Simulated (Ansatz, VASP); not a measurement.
**Se: VASP beside Ansatz**

```
Se
1.0
     0.00000    3.18017    3.18017
     3.18017    0.00000    3.18017
     3.18017    3.18017    0.00000
Se
2
Direct
  0.50000 0.50000 0.50000
  0.75000 0.75000 0.75000
```

Alike in both runs: task single point; functional PBEsol; k mesh 5 × 5 × 5; occupations fermi-dirac, width 0.1 eV; no spin polarisation.

```csv
,VASP,Ansatz
version,VASP 6.6.1,Ansatz 0.2.0
potentials or method,"VASP PAW PBE potentials, release 64 (Se), cutoff 520 eV","plane waves, PAW"
valence electrons in the cell,12,32
```

VASP gave:

- pressure (GPa): -2.5

Task: Which values does Ansatz return?

Result: Pressure (GPa): -2.6.

VASP's potentials were made for PBE, not for PBEsol. VASP's potentials hold 12 valence electrons a cell and Ansatz's 32, so a difference there can come from the potentials and not from the codes.
